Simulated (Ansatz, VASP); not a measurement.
One calculation of Cd3HgSe4, two programs

```
Cd Hg Se
1.0
     4.21667    0.00000    0.00000
     0.00000    4.21667    0.00000
     0.00000    0.00000   11.92655
Cd Hg Se
3 1 4
Direct
  0.00000 0.00000 0.00000
  0.50000 0.50000 0.25000
  0.50000 0.50000 0.75000
  0.00000 0.00000 0.50000
  0.50000 0.00000 0.12500
  0.00000 0.50000 0.37500
  0.50000 0.00000 0.62500
  0.00000 0.50000 0.87500
```

Alike in both runs: task relaxation of cell and atoms; functional PBE; k mesh 4 × 4 × 2; occupations gaussian, width 0.1 eV; no spin polarisation.

```csv
,VASP,Ansatz
version,VASP 6.6.1,Ansatz 0.2.0
potentials or method,"VASP PAW PBE potentials, release 64 (Cd, Hg, Se), cutoff 600 eV","scalar-relativistic, plane waves, PAW"
valence electrons in the cell,72,144
```

VASP gave:

* gap on the k mesh at the Fermi level, each at its own relaxed structure (eV): 0.07
* relaxed volume (Å³/atom): 30.13
* relaxed length of the cell vector where the two differ most in proportion (Å): 12.365

Which values does Ansatz return?

gap on the k mesh at the Fermi level, each at its own relaxed structure (eV): 0.07; relaxed volume (Å³/atom): 30.12; relaxed length of the cell vector where the two differ most in proportion (Å): 12.379.

VASP's potentials hold 72 valence electrons a cell and Ansatz's 144, so a difference there can come from the potentials and not from the codes.

Spin-orbit coupling is off throughout.
